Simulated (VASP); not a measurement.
Here is a VASP 6.6.1 calculation.

The input INCAR:

```
SYSTEM = Ge
PREC = Accurate ; ENCUT = 500
EDIFF = 1E-6 ; ISMEAR = 0
SIGMA = 0.01 ; LREAL = .FALSE.
LASPH = .TRUE. ; NELM = 120
ALGO = Normal ; ISIF = 2
LWAVE = .FALSE. ; LCHARG = .FALSE.
GGA = PS ; NBANDS = 36
GGA_COMPAT = .FALSE.
```

Contents of KPOINTS:

```
Automatic mesh
0
G
  10 10 6
  0 0 0
```

POSCAR

```
Ge
1.0
    3.9980861915      0.0000000000      0.0000000000
   -1.9990430957      3.4624442083      0.0000000000
    0.0000000000      0.0000000000      6.5898031617
Ge
4
Direct
    0.3333333333      0.6666666667      0.0627763720
    0.6666666667      0.3333333333      0.5627763720
    0.6666666667      0.3333333333      0.9372236280
    0.3333333333      0.6666666667      0.4372236280
```

Potentials or basis: VASP PAW PBE potentials, release 64 (Ge_d).

The run is started by

```sh
$ cat potpaw_PBE.64/Ge_d/POTCAR > POTCAR
$ mpirun -np 1 vasp_std > vasp.out
```

Q: What does it give for the band gap on the k mesh?

A: Zero (bands 28 and 29 overlap by 0.04 eV).

Q: Estimate the pressure.

A: -0.2 GPa.

Caveat: semilocal functionals underestimate gaps, so a narrow gap can read as zero; the PAW data sets were made with another functional, which shifts forces and pressure a little.
